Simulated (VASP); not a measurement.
# GaSb (F-43m) in VASP: notebook

The runs below take GaSb through single point, with PBE, PBEsol.

Everything below comes from runs of VASP 6.6.1. Logs are shortened: lines on timing, memory, paths and dates and some standing lists are left out, and cuts for length are marked.

### Step 1. The cell of the first run

The structure is cubic, space group F-43m (No. 216). The conventional cell has a = 6.118 Å, b = 6.118 Å, c = 6.118 Å, α = 90.00°, β = 90.00°, γ = 90.00°. Within 3.5 Å of Sb (site symmetry -43m) lie 4 Ga at 2.65 Å. Within 3.5 Å of Ga (site symmetry -43m) lie 4 Sb at 2.65 Å.

### Step 2. Single point, PBE

Contents of INCAR:

```
SYSTEM = GaSb
  ALGO = Normal
  EDIFF = 1E-6
  ENCUT = 520
  GGA = PE
  ISIF = 2
  ISMEAR = -1
  LASPH = .TRUE.
  LCHARG = .FALSE.
  LREAL = .FALSE.
  LWAVE = .FALSE.
  NBANDS = 16
  NELM = 60
  PREC = Accurate
  SIGMA = 0.02
```

Contents of KPOINTS:

```
k-points
0
G
  4 4 4
  0 0 0
```

Contents of POSCAR:

```
GaSb
1.0
    0.0000000000      3.0590000000      3.0590000000
    3.0590000000      0.0000000000      3.0590000000
    3.0590000000      3.0590000000      0.0000000000
Sb Ga
1 1
Direct
    0.7500000000      0.7500000000      0.7500000000
    0.0000000000      0.0000000000      0.0000000000
```

Potentials or basis: VASP PAW PBE potentials, release 64 (Sb, Ga_d).

Command:

```bash
cat potpaw_PBE.64/Sb/POTCAR potpaw_PBE.64/Ga_d/POTCAR > POTCAR
mpirun -np 1 vasp_std > vasp.out
```

OUTCAR:

```text
SYSTEM = GaSb
   EDIFF = 1E-6
   ENCUT = 520
   GGA = PE
   ISIF = 2
   ISMEAR = -1
   LASPH = .TRUE.
   LREAL = .FALSE.
   NELM = 60
   PREC = Accurate

 ion  position               nearest neighbor table
   1  0.750  0.750  0.750-   2 2.65   2 2.65   2 2.65   2 2.65
   2  0.000  0.000  0.000-   1 2.65   1 2.65   1 2.65   1 2.65

  LATTYP: Found a face centered cubic cell.
 ALAT       =     6.1180000000

  Lattice vectors:

 A1 = (   0.0000000000,   3.0590000000,   3.0590000000)
 A2 = (   3.0590000000,   0.0000000000,   3.0590000000)
 A3 = (   3.0590000000,   3.0590000000,   0.0000000000)

Analysis of symmetry for initial positions (statically):
=====================================================================
 Subroutine PRICEL returns:
 Original cell was already a primitive cell.

 Routine SETGRP: Setting up the symmetry group for a
 face centered cubic supercell.

 Subroutine GETGRP returns: Found 24 space group operations
 (whereof 24 operations were pure point group operations)
 out of a pool of 48 trial point group operations.

The static configuration has the point symmetry T_d .

Analysis of symmetry for dynamics (positions and initial velocities):
=====================================================================
 Subroutine PRICEL returns:
 Original cell was already a primitive cell.

 Routine SETGRP: Setting up the symmetry group for a
 face centered cubic supercell.

 Subroutine GETGRP returns: Found 24 space group operations
 (whereof 24 operations were pure point group operations)
 out of a pool of 48 trial point group operations.

The dynamic configuration has the point symmetry T_d .

 Subroutine INISYM returns: Found 24 space group operations
 (whereof 24 operations are pure point group operations),
 and found     1 'primitive' translations

----------------------------------------------------------------------------------------

                                     Primitive cell

  volume of cell :      57.2491

  direct lattice vectors                    reciprocal lattice vectors
     0.000000000  3.059000000  3.059000000    -0.163452109  0.163452109  0.163452109
     3.059000000  0.000000000  3.059000000     0.163452109 -0.163452109  0.163452109
     3.059000000  3.059000000  0.000000000     0.163452109  0.163452109 -0.163452109

  length of vectors
     4.326079287  4.326079287  4.326079287     0.283107357  0.283107357  0.283107357

  position of ions in fractional coordinates (direct lattice)
     0.750000000  0.750000000  0.750000000
[... 55 lines left out ...]
   ISPIN  =      1    spin polarized calculation?
   LNONCOLLINEAR =      F non collinear calculations
   LSORBIT =      F    spin-orbit coupling
   LASPH  =      T    aspherical Exc in radial PAW
   ENCUT  =  520.0 eV  38.22 Ry    6.18 a.u.   8.04  8.04  8.04*2*pi/ulx,y,z
   NELM   =     60;   NELMIN=  2; NELMDL= -5     # of ELM steps
   EDIFF  = 0.1E-05   stopping-criterion for ELM
   LREAL  =      F    real-space projection
   EDIFFG = 0.1E-04   stopping-criterion for IOM
   NSW    =      0    number of steps for IOM
   IBRION =     -1    ionic relax: 0-MD 1-quasi-New 2-CG
   NFREE  =      0    steps in history (QN), initial steepest desc. (CG)
   ISIF   =      2    stress and relaxation
   ISYM   =      2    0-nonsym 1-usesym 2-fastsym
   POTIM  = 0.5000    time-step for ionic-motion
   TEBEG  =    0.0;   TEEND  =   0.0 temperature during run
   PSTRESS=    0.0 pullay stress
   NELECT =      18.0000    total number of electrons
   NUPDOWN=      -1.0000    fix difference up-down
   EMIN   =  10.00;   EMAX   =-10.00  energy-range for DOS
   EFERMI =   0.00;   METHOD = LEGACY
   ISMEAR =    -1;   SIGMA  =   0.02  broadening in eV -4-tet -1-fermi 0-gaus
   EFERMI_NEDOS =   21; number of points for ismear=-14 and -15
   IALGO  =     38    algorithm
   IMIX   =      4    mixing-type and parameters
     AMIX     =   0.40;   BMIX     =  1.00
     AMIX_MAG =   1.60;   BMIX_MAG =  1.00
  volume/ion in A,a.u.               =      28.62       193.17
  Fermi-wavevector in a.u.,A,eV,Ry     =   1.113208  2.103657 16.860766  1.239231
  Thomas-Fermi vector in A             =   2.249790
   LORBIT       =      0    0 simple, 1 ext, 2 COOP (PROOUT), +10 PAW based schemes
   GGA     = PE    functional components
[... 5 lines left out ...]
 non-spin polarized calculation
  energy-cutoff  :      520.00
  volume of cell :       57.25
 maximum number of plane-waves:      1572
   NGX = 17   NGY = 17   NGZ = 17

 number of electron      17.9999986 magnetization

 Free energy of the ion-electron system (eV)
  ---------------------------------------------------
  ext. energy  EPLUGINS =         0.00000000
  ---------------------------------------------------
  free energy    TOTEN  =        -7.15587522 eV

  energy without entropy =       -7.15459187  energy(sigma->0) =       -7.15523354

 E-fermi :   4.9423     XC(G=0):  -9.0594

 val. band max:        4.9418651792   @ k =   0.0000   0.0000   0.0000
 cond. band min:       5.3043174010   @ k =   0.5000   0.0000   0.0000
 fundamental gap:      0.3624522218
 Fermi energy:         4.9422932360

 k-point     1 :       0.0000    0.0000    0.0000
  band No.  band energies     occupation
      1     -10.1550      2.00000
      2     -10.1550      2.00000
      3     -10.1550      2.00000
      4     -10.1062      2.00000
      5     -10.1062      2.00000
      6      -6.5670      2.00000
[... 129 lines left out ...]
      3     -10.1322      2.00000
      4     -10.1121      2.00000
      5     -10.1058      2.00000
      6      -4.0566      2.00000
[... 8 lines left out ...]
     15      14.9231      0.00000
     16      16.2934      0.00000

------------------------ aborting loop because EDIFF is reached ----------------------------------------

  FORCE on cell =-STRESS in cart. coord.  units (eV):
  Direction    XX          YY          ZZ          XY          YZ          ZX
  --------------------------------------------------------------------------------------
  -------------------------------------------------------------------------------------
  Total        1.0278439      1.0278439      1.0278439      0.0000000      0.0000000      0.0000000
  in kB       28.7653278     28.7653278     28.7653278      0.0000000      0.0000000      0.0000000
  external PRESSURE =      28.7653278 kB  Pullay stress =       0.0000000 kB

 VOLUME and BASIS-vectors are now :
 -----------------------------------------------------------------------------
  energy-cutoff  :      520.00
  volume of cell :       57.25
      direct lattice vectors                 reciprocal lattice vectors
     0.000000000  3.059000000  3.059000000    -0.163452109  0.163452109  0.163452109
     3.059000000  0.000000000  3.059000000     0.163452109 -0.163452109  0.163452109
     3.059000000  3.059000000  0.000000000     0.163452109  0.163452109 -0.163452109

 POSITION                                       TOTAL-FORCE (eV/Angst)
 -----------------------------------------------------------------------------------
      4.58850      4.58850      4.58850         0.000000     -0.000000      0.000000
      0.00000      0.00000      0.00000        -0.000000      0.000000     -0.000000
 -----------------------------------------------------------------------------------
    total drift:                               -0.000002     -0.000002     -0.000002

  FREE ENERGIE OF THE ION-ELECTRON SYSTEM (eV)
  ---------------------------------------------------
  free  energy   TOTEN  =        -7.1558752162 eV

  energy  without entropy=       -7.1545918713  energy(sigma->0) =       -7.15523354
```

OSZICAR:

```text
N       E                     dE             d eps       ncg     rms          rms(c)
DAV:   1     0.777381036384E+02    0.77738E+02   -0.90043E+03   264   0.134E+03
DAV:   2    -0.114230846902E+01   -0.78880E+02   -0.75060E+02   296   0.276E+02
DAV:   3    -0.711556327992E+01   -0.59733E+01   -0.59572E+01   312   0.620E+01
DAV:   4    -0.721863915512E+01   -0.10308E+00   -0.10306E+00   344   0.882E+00
DAV:   5    -0.722082816458E+01   -0.21890E-02   -0.21889E-02   312   0.124E+00    0.326E+00
DAV:   6    -0.716813401132E+01    0.52694E-01   -0.75359E-02   392   0.414E+00    0.196E+00
DAV:   7    -0.715351693897E+01    0.14617E-01   -0.43868E-02   296   0.151E+00    0.416E-01
DAV:   8    -0.715510305820E+01   -0.15861E-02   -0.50362E-03   344   0.729E-01    0.976E-02
DAV:   9    -0.715579718407E+01   -0.69413E-03   -0.86725E-04   288   0.243E-01    0.375E-02
DAV:  10    -0.715584766456E+01   -0.50480E-04   -0.56494E-05   328   0.489E-02    0.104E-02
DAV:  11    -0.715587437776E+01   -0.26713E-04   -0.35527E-05   288   0.351E-02    0.932E-03
DAV:  12    -0.715587521617E+01   -0.83841E-06   -0.17975E-06   336   0.932E-03
   1 F= -.71558752E+01 E0= -.71552335E+01  d E =-.128334E-02
```

Wall time 14 s (1 thread of Intel Xeon Platinum 8259CL at 2.50GHz (Skylake/Cascade Lake), shared host); peak memory 0.17 GiB.

Results:

- Free energy: -7.1559 eV
- Pressure: 2.9 GPa

Caveat: the k points lie up to 0.44 Å⁻¹ apart; spin-orbit coupling is left out, which moves the levels of the heavy elements.

### Step 3. Single point, PBEsol (volume scaled by 0.94)

Contents of INCAR:

```
ALGO = Normal ; EDIFF = 1E-6
ENCUT = 520 ; GGA = PS
ISIF = 2 ; ISMEAR = -1
LASPH = True ; LCHARG = True
LELF = True ; LREAL = False
LVHAR = True ; LWAVE = False
NBANDS = 16 ; NELM = 100
PREC = Accurate ; SIGMA = 0.05
```

Contents of KPOINTS:

```
k-points
0
Gamma
  8 8 8
```

Contents of POSCAR:

```
GaSb
1.0
    0.0000000000      2.9965539066      2.9965539066
    2.9965539066      0.0000000000      2.9965539066
    2.9965539066      2.9965539066      0.0000000000
Sb Ga
1 1
Direct
    0.7500000000      0.7500000000      0.7500000000
    0.0000000000      0.0000000000      0.0000000000
```

Potentials or basis: VASP PAW PBE potentials, release 64 (Sb, Ga_d).

Command:

```bash
cat potpaw_PBE.64/Sb/POTCAR potpaw_PBE.64/Ga_d/POTCAR > POTCAR
mpirun -np 1 vasp_std > vasp.out
```

It used 26 s of CPU time on 1 thread of AMD EPYC 7R13 Processor (Zen 3) (shared host).

Results (log left out):

```yaml
Free_energy: -8.1129 eV
Pressure: 3.6 GPa
Band_gap_on_the_k_mesh: 0.44 eV, direct
```

Levels at points of the mesh, in eV from the valence-band top:
| k point | band 7 | band 8 | band 9 | band 10 | band 11 | band 12 |
| --- | --- | --- | --- | --- | --- | --- |
| (0.00, 0.00, 0.00) | 0.00 | 0.00 | 0.00 | 0.44 | 2.74 | 2.74 |
| (0.50, 0.00, 0.00) | -6.72 | -1.26 | -1.26 | 0.48 | 3.71 | 3.71 |
| (0.50, 0.50, 0.00) | -7.13 | -2.81 | -2.81 | 0.76 | 1.03 | 9.08 |

Caveat: the PAW data sets were made with another functional, which shifts forces and pressure a little; spin-orbit coupling is left out, which moves the levels of the heavy elements.
